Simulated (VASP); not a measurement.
Crystal: CoBr.

```
CELL_PARAMETERS angstrom
3.49796 0.00000 0.00000
-1.74898 3.02932 0.00000
0.00000 0.00000 4.50203
ATOMIC_POSITIONS crystal
Co 0.00000 0.00000 0.00000
Br 0.00000 0.00000 0.50000
```

```yaml
Program: VASP 6.6.1
Task: relaxation of cell and atoms
Functional: RPBE
Potentials_or_basis: VASP PAW PBE potentials, release 64 (Co, Br)
Cutoff: 600 eV
k_mesh: 9 × 9 × 6
Occupations: fermi-dirac, width 0.1 eV
Spin: collinear spin, ferromagnetic start
Starting_moments: "[2.5, 0.0] μB"
```

At the start: pressure 2.5 GPa; volume 23.85 Å³/atom.

Q: How do energy, volume and symmetry change on relaxing?

A: Over 9 steps the energy falls by 24.3 meV/atom and the volume is 28.67 Å³/atom (+20.2 %); space group P6/mmm (No. 191, to 0.1 Å) before and after; moment 2.03 μB per cell.

The path:
| step | energy change (eV) | largest force (eV/Å) | pressure (GPa) | volume (Å³) |
| --- | --- | --- | --- | --- |
| 1 | 0.0000 | 0.0000 | 2.51 | 47.71 |
| 2 | -0.0147 | 0.0000 | -0.15 | 50.33 |
| 3 | -0.0160 | 0.0000 | 0.41 | 49.70 |
| 4 | -0.0300 | 0.0000 | 0.30 | 51.19 |
| 5 | -0.0457 | 0.0000 | 0.31 | 54.57 |
| 6 | -0.0474 | 0.0000 | 0.39 | 55.88 |
| 7 | -0.0475 | 0.0000 | 0.47 | 56.46 |
| 8 | -0.0458 | 0.0000 | -0.57 | 58.89 |
| 9 | -0.0487 | 0.0000 | 0.03 | 57.34 |

Final structure:
```cif
data_structure
_symmetry_space_group_name_H-M 'P 1'
_symmetry_Int_Tables_number 1
_cell_length_a 3.8157
_cell_length_b 3.8157
_cell_length_c 4.5473
_cell_angle_alpha 90.000
_cell_angle_beta 90.000
_cell_angle_gamma 120.000
_cell_volume 57.34
loop_
_atom_site_label
_atom_site_type_symbol
_atom_site_fract_x
_atom_site_fract_y
_atom_site_fract_z
_atom_site_occupancy
Co1 Co 0.00000 0.00000 0.00000 1
Br1 Br 0.00000 0.00000 0.50000 1
```

Caveat: the volume moved by over 15 % at a fixed basis, so the end points are rough; the PAW data sets were made with another functional, which shifts forces and pressure a little.
